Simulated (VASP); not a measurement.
Crystal: Te2Mo.

```
Mo Te
1.0
     3.96065    0.00000    0.00000
    -1.98032    3.43002    0.00000
     0.00000    0.00000   13.80018
Mo Te
2 4
Direct
  0.33333 0.66667 0.25000
  0.66667 0.33333 0.75000
  0.66667 0.33333 0.39011
  0.66667 0.33333 0.10989
  0.33333 0.66667 0.89011
  0.33333 0.66667 0.60989
```

```yaml
Program: VASP 6.6.1
Task: relaxation of cell and atoms
Functional: PBEsol
Potentials_or_basis: VASP PAW PBE potentials, release 64 (Mo_sv, Te)
Cutoff: 600 eV
k_mesh: 6 × 6 × 2
Occupations: fermi-dirac, width 0.03 eV
Spin: no spin polarisation
```

At the start: pressure -16.3 GPa; volume 31.25 Å³/atom.

Task: Where does the relaxation end?

Result: Over 19 steps the energy falls by 587.1 meV/atom and the volume is 24.64 Å³/atom (-21.1 %); space group P6_3/mmc (No. 194, to 0.1 Å) before and after.

Step by step:
| step | energy change (eV) | largest force (eV/Å) | pressure (GPa) | volume (Å³) |
| --- | --- | --- | --- | --- |
| 1 | 0.0000 | 2.4320 | -16.27 | 187.48 |
| 2 | 1.1149 | 5.8391 | 49.39 | 113.88 |
| 3 | -3.1498 | 0.1341 | -1.72 | 146.21 |
| 4 | -3.1612 | 0.0164 | -0.63 | 144.80 |
| 5 | -3.1625 | 0.1018 | 0.01 | 144.02 |
| 6 | -3.4111 | 0.0762 | 0.84 | 141.32 |
| 7 | -3.4465 | 0.2594 | 1.63 | 139.17 |
| 8 | -3.4510 | 0.2181 | 1.39 | 139.68 |
| 9 | -3.4670 | 0.4942 | -1.26 | 143.66 |
| 10 | -3.4688 | 0.4281 | -0.66 | 142.70 |
| 11 | -3.4889 | 0.3084 | -0.50 | 143.66 |
| 12 | -3.5133 | 0.0162 | -0.02 | 146.03 |
| 13 | -3.5141 | 0.0480 | 0.10 | 146.56 |
| 14 | -3.5200 | 0.0192 | -0.22 | 147.46 |
| 15 | -3.5212 | 0.0732 | -0.46 | 148.17 |
| 16 | -3.5205 | 0.0604 | 0.56 | 147.45 |
| 17 | -3.5223 | 0.0139 | -0.02 | 147.85 |
| 18 | -3.5223 | 0.0151 | -0.02 | 147.86 |
| 19 | -3.5224 | 0.0012 | 0.01 | 147.84 |

Final structure:
```yaml
crystal:
  lattice:
    - [3.49497, 0.00000, 0.00000]
    - [-1.74749, 3.02674, 0.00000]
    - [0.00000, 0.00000, 13.97538]
  atoms:
    - { symbol: Mo, position: [0.33333, 0.66667, 0.25000] }
    - { symbol: Mo, position: [0.66667, 0.33333, 0.75000] }
    - { symbol: Te, position: [0.66667, 0.33333, 0.37929] }
    - { symbol: Te, position: [0.66667, 0.33333, 0.12071] }
    - { symbol: Te, position: [0.33333, 0.66667, 0.87929] }
    - { symbol: Te, position: [0.33333, 0.66667, 0.62071] }
```

Caveat: the volume moved by over 15 % at a fixed basis, so the end points are rough; the PAW data sets were made with another functional, which shifts forces and pressure a little; this functional lacks dispersion, which binds layers or chains, so the pressure and a relaxed spacing across them are unreliable.
